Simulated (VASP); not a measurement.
Input of a VASP 6.6.1 run:

File INCAR:

```
SYSTEM = AlGaN2
ALGO = Normal ; EDIFF = 1E-7
ENCUT = 520 ; GGA = CA
ISIF = 2 ; ISMEAR = 0
LASPH = .True. ; LCHARG = .False.
LREAL = .False. ; LWAVE = .False.
NBANDS = 21 ; NELM = 100
PREC = Accurate ; SIGMA = 0.02
```

File KPOINTS:

```
k-points
0
Gamma
  8 8 6
  0 0 0
```

POSCAR

```
AlGaN2
1.0
    3.0533252249      0.0000000000      0.0000000000
    0.0000000000      3.0533252249      0.0000000000
    0.0000000000      0.0000000000      4.2902337345
Al Ga N
1 1 2
Direct
    0.5000000000      0.5000000000      0.5000000000
    0.0000000000      0.0000000000      0.0000000000
    0.5000000000      0.0000000000      0.7397906127
    0.0000000000      0.5000000000      0.2602093873
```

Potentials or basis: VASP PAW LDA potentials, release 64 (Al, Ga_d, N).

The run is started by

```console
$ cat potpaw_LDA.64/Al/POTCAR potpaw_LDA.64/Ga_d/POTCAR potpaw_LDA.64/N/POTCAR > POTCAR
$ mpirun -np 1 vasp_std > vasp.out
```

(1) Predict the band gap on the k mesh.

(2) What does it give for the largest force?

(3) Estimate the pressure.

## Answers

(1) 3.27 eV, indirect (least direct gap 3.54 eV).

(2) 0.030 eV/Å.

(3) 15.6 GPa.
